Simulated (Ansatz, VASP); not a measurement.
Pb: VASP beside Ansatz

INCAR

```
SYSTEM = Pb
PREC = Accurate
ENCUT = 520
EDIFF = 1E-6
ISMEAR = -1
SIGMA = 0.05
LREAL = .False.
LASPH = .True.
NELM = 100
ALGO = Normal
ISIF = 2
LWAVE = .False.
LCHARG = .False.
GGA = PS
NBANDS = 21
```

Contents of KPOINTS:

```
regular mesh
0
Gamma
  14 14 8
  0 0 0
```

POSCAR

```
Pb
1.0
    3.1834640765      0.0000000000      0.0000000000
   -1.5917320383      2.7569607622      0.0000000000
    0.0000000000      0.0000000000      5.2958914438
Pb
2
Direct
    0.3333333333      0.6666666667      0.2500000000
    0.6666666667      0.3333333333      0.7500000000
```

Input for Ansatz:

```yaml
crystal:
  lattice:
    - [3.1834640765, 0.0, 0.0]
    - [-1.5917320383, 2.7569607622, 0.0]
    - [0.0, 0.0, 5.2958914438]
  atoms:
    - { symbol: Pb, position: [0.3333333333, 0.6666666667, 0.25] }
    - { symbol: Pb, position: [0.6666666667, 0.3333333333, 0.75] }
kpoints:
  mp_grid: { grid: [14, 14, 8] }
scf:
  occupations: { method: fermi_dirac, width: 0.05 }
hamiltonian:
  xc: pbesol
  pseudopotentials: { kind: all_electron, lapw: { basis_error: 0.001 } }
output:
  forces: true
  stress: true
  eigenvalues: true
  populations: true
```

Change from the starting cell: volume scaled by 0.78, LAPW.

Alike in both runs: task single point; functional PBEsol; k mesh 14 × 14 × 8; occupations fermi-dirac, width 0.05 eV; no spin polarisation.

|  | VASP | Ansatz |
| --- | --- | --- |
| version | VASP 6.6.1 | Ansatz 0.2.0 |
| potentials or method | VASP PAW PBE potentials, release 64 (Pb_d), cutoff 520 eV | all-electron LAPW, scalar-relativistic |

```tsv
	VASP	Ansatz	Ansatz less VASP
pressure (GPa)	22.0	22.1	+0.13
```

VASP's potentials were made for PBE, not for PBEsol. Ansatz ran all-electron here, and VASP with PAW potentials.

Spin-orbit coupling is off throughout.
